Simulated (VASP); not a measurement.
Nb, 1 atom in the cell. Symmetry: I4/mmm, No. 139, tetragonal system. The conventional cell has a = 2.991 Å, b = 2.991 Å, c = 4.441 Å, α = 90.00°, β = 90.00°, γ = 90.00°. Within 3.9 Å of Nb (site symmetry 4/mmm) lie 12 Nb at 2.99 to 3.07 Å.  This cell differs from its parent crystal: strain +0.0500 x Voigt [1, 0, 0, 0, 0, 0].

```yaml
Program: VASP 6.6.1
Task: single point
Functional: PBEsol
Potentials_or_basis: VASP PAW PBE potentials, release 64 (Nb_sv)
Cutoff: 500 eV
k_mesh: 20 × 20 × 20
Occupations: gaussian, width 0.15 eV
Spin: no spin polarisation
Dipole_correction: no
Further_INCAR_settings: ALGO = Normal; EDIFF = 1e-06; NBANDS = 12
```

Potentials or basis: VASP PAW PBE potentials, release 64 (Nb_sv).

Launch:

```bash
$ cat potpaw_PBE.64/Nb_sv/POTCAR > POTCAR
$ mpirun -np 1 vasp_std > vasp.out
```

Hardware: 1 thread of Intel Xeon 8259CL (shared host).

Task: How long does it take, and how much memory?

Result: Run time: 2.4 min on 1 thread of Intel Xeon 8259CL, on a shared host, peak memory 0.26 GiB. Counts: scf iterations 12, k points 641.
